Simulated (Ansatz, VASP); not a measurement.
**TiB2: VASP beside Ansatz**

```xyz
6
Lattice="3.8695 0.0000 0.0000 -1.9347 3.3510 0.0000 0.0000 0.0000 4.3200" Properties=species:S:1:pos:R:3 pbc="T T T"
Ti    0.0000    2.2340    1.0800
Ti    1.9347    1.1170    3.2400
B     0.0000    0.0000    0.0000
B     0.0000    0.0000    2.1600
B     1.9347    1.1170    1.0800
B     0.0000    2.2340    3.2400
```

Alike in both runs: task relaxation of cell and atoms; functional PBE; k mesh 12 × 12 × 10; occupations gaussian, width 0.1 eV; no spin polarisation.

|  | VASP | Ansatz |
| --- | --- | --- |
| version | VASP 6.6.1 | Ansatz 0.2.0 |
| potentials or method | VASP PAW PBE potentials, release 64 (Ti_sv, B), cutoff 600 eV | scalar-relativistic, plane waves, PAW |
| valence electrons in the cell | 36 | 36 |

|  | VASP | Ansatz | Ansatz less VASP |
| --- | --- | --- | --- |
| gap on the k mesh at the Fermi level, each at its own relaxed structure (eV) | none | none | - |
| relaxed volume (Å³/atom) | 9.38 | 9.38 | +0.003 |
| relaxed cell length with the largest relative difference (Å) | 3.884 | 3.885 | +0.0006 |

A gap of «none» marks a metal or a gap that the smearing closes.
